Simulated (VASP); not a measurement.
Set up this calculation in VASP 6.6.1, as the native input.

- Task: single point
- Functional: r2SCAN
- Potentials or basis: VASP PAW PBE potentials, release 64 (Al)
- Cutoff: 520 eV
- k mesh: 22 × 22 × 22
- Occupations: fermi-dirac, width 0.1 eV
- Spin: no spin polarisation
- Dipole correction: no
- Further INCAR settings: ALGO = Normal; EDIFF = 1e-07; NBANDS = 8

The system is Al.

```xyz
1
Lattice="0.0000 1.9697 1.9697 1.9697 0.0000 1.9697 1.9697 1.9697 0.0000" Properties=species:S:1:pos:R:3 pbc="T T T"
Al    0.0000    0.0000    0.0000
```

These files were run (other wordings do the same):

POSCAR

```
Al
1.0
    0.0000000000      1.9697071170      1.9697071170
    1.9697071170      0.0000000000      1.9697071170
    1.9697071170      1.9697071170      0.0000000000
Al
1
Direct
    0.0000000000      0.0000000000      0.0000000000
```

INCAR.step1

```
PREC = Accurate
ENCUT = 520
ISMEAR = -1
SIGMA = 0.1
LREAL = False
LASPH = True
NELM = 60
NBANDS = 8
GGA = PE
ALGO = Normal
EDIFF = 1E-4
LWAVE = True
LCHARG = False
```

INCAR.step2

```
PREC = Accurate
ENCUT = 520
EDIFF = 1E-7
ISMEAR = -1
SIGMA = 0.1
LREAL = False
LASPH = True
NELM = 60
ALGO = Normal
ISIF = 2
LWAVE = False
LCHARG = False
METAGGA = R2SCAN
LMIXTAU = True
NBANDS = 8
ISTART = 1
```

KPOINTS

```
Automatic mesh
0
Gamma
  22 22 22
```

Potentials or basis: VASP PAW PBE potentials, release 64 (Al).

Command:

```console
$ cat potpaw_PBE.64/Al/POTCAR > POTCAR
$ cp INCAR.step1 INCAR
$ mpirun -np 1 vasp_std > vasp.out
$ cp INCAR.step2 INCAR
$ mpirun -np 1 vasp_std > vasp.out
```

Results of the run:

```yaml
Pressure: 3.8 GPa
Band_gap_on_the_k_mesh: zero (an odd number of electrons rules out a gap without spin polarisation)
```

Caveat: the cell stands under pressure; the PAW data sets were made with another functional, which shifts forces and pressure a little.

Wall time 47 s on 1 thread of Intel(R) Xeon(R) 6975P-C (Granite Rapids), with other jobs on the host, peak memory 0.15 GiB.
